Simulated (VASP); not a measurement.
NiGe3, 4 atoms in the cell. The structure is cubic, space group Fm-3m (No. 225). The conventional cell has a = 6.295 Å, b = 6.295 Å, c = 6.295 Å, α = 90.00°, β = 90.00°, γ = 90.00°. Ge (site symmetry -43m) has 10 Ge at 2.73 to 3.15 Å and 4 Ni at 2.73 Å within 3.6 Å. Within 3.6 Å of Ge (site symmetry m-3m) lie 8 Ge at 2.73 Å and 6 Ni at 3.15 Å. Ni (site symmetry m-3m) has 14 Ge at 2.73 to 3.15 Å within 3.6 Å. 

- Program: VASP 6.6.1
- Task: relaxation of cell and atoms
- Functional: PBEsol
- Potentials or basis: VASP PAW PBE potentials, release 64 (Ge_d, Ni)
- Cutoff: 600 eV
- k mesh: 12 × 12 × 12
- Occupations: gaussian, width 0.1 eV
- Spin: no spin polarisation
- Dipole correction: no
- Further INCAR settings: ALGO = Normal; EDIFF = 1e-06; IBRION = 2; EDIFFG = -0.01; NSW = 100; ISIF = 3

Potentials or basis: VASP PAW PBE potentials, release 64 (Ge_d, Ni).

Run with:

```sh
$ cat potpaw_PBE.64/Ge_d/POTCAR potpaw_PBE.64/Ni/POTCAR > POTCAR
$ mpirun -np 1 vasp_std > vasp.out
```

Hardware: 1 thread of Intel(R) Xeon(R) 6975P-C (Granite Rapids), on a shared host.

**Question.** Estimate the wall time of this run.

**Answer.** It took 4.4 min on 1 thread of Intel(R) Xeon(R) 6975P-C (Granite Rapids) (shared host), peak memory 0.32 GiB. Counts: scf iterations 62, k points 72, ion steps 8.
